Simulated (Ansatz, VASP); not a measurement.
AlN: VASP beside Ansatz

File INCAR:

```
ALGO     = Normal         # electronic algorithm
EDIFF    = 1E-6           # SCF threshold, eV
ENCUT    = 520            # plane-wave cutoff, eV
GGA      = CA             # functional
ISIF     = 2              # what is computed and relaxed
ISMEAR   = -1             # smearing method
LASPH    = True           # aspherical terms in the spheres
LCHARG   = False          # write CHGCAR
LREAL    = False          # projectors in reciprocal space
LWAVE    = False          # write WAVECAR
NBANDS   = 16             # bands
NELM     = 100            # most SCF steps
PREC     = Accurate       # precision mode
SIGMA    = 0.05           # smearing width, eV
```

The input KPOINTS:

```
k-points
0
Gamma
  9 9 7
```

File POSCAR:

```
AlN
1.0
    3.2673519336      0.0000000000      0.0000000000
   -1.6336759668      2.8296097776      0.0000000000
    0.0000000000      0.0000000000      4.1309673730
Al N
2 2
Direct
    0.6666666667      0.3333333333      0.2500000000
    0.3333333333      0.6666666667      0.7500000000
    0.6666666667      0.3333333333      0.7500000000
    0.3333333333      0.6666666667      0.2500000000
```

File input.yaml:

```yaml
crystal:
  lattice:
    - [3.2673519336, 0.0, 0.0]
    - [-1.6336759668, 2.8296097776, 0.0]
    - [0.0, 0.0, 4.130967373]
  atoms:
    - { symbol: Al, position: [0.6666666667, 0.3333333333, 0.25] }
    - { symbol: Al, position: [0.3333333333, 0.6666666667, 0.75] }
    - { symbol: "N", position: [0.6666666667, 0.3333333333, 0.75] }
    - { symbol: "N", position: [0.3333333333, 0.6666666667, 0.25] }
hamiltonian:
  xc: lda
  pseudopotentials: { kind: paw }
kpoints:
  mp_grid: { grid: [9, 9, 7] }
scf:
  occupations: { method: fermi_dirac, width: 0.05 }
output:
  forces: true
  stress: true
  eigenvalues: true
  write_density: true
  write_potential: true
  elf: true
  volumetric_format: npy
```

Alike in both runs: task single point; functional LDA; k mesh 9 × 9 × 7; occupations fermi-dirac, width 0.05 eV; no spin polarisation.

|  | VASP | Ansatz |
| --- | --- | --- |
| version | VASP 6.6.1 | Ansatz 0.2.0 |
| potentials or method | VASP PAW LDA potentials, release 64 (Al, N) | Ansatz PAW |
| plane-wave cutoff (eV) | 520 | 420 |
| valence electrons in the cell | 16 | 16 |

Ansatz gave:

- gap on the k mesh at the Fermi level (eV): 3.58
- least direct gap on the mesh (eV): 3.58
- pressure (GPa): -0.2
- traceless stress, the component that is largest in VASP (GPa): -1.35

Question: Which values does VASP return?

Answer: gap on the k mesh at the Fermi level (eV): 3.59; least direct gap on the mesh (eV): 3.59; pressure (GPa): 0.4; traceless stress, the component that is largest in VASP (GPa): -1.58.

LDA's correlation is that of Perdew and Zunger in VASP and of Perdew and Wang (1992) in Ansatz.

Noted on Ansatz's run: odd divisions of the mesh miss points on the zone boundary, where band edges often lie, so the gap on the mesh can be too wide.
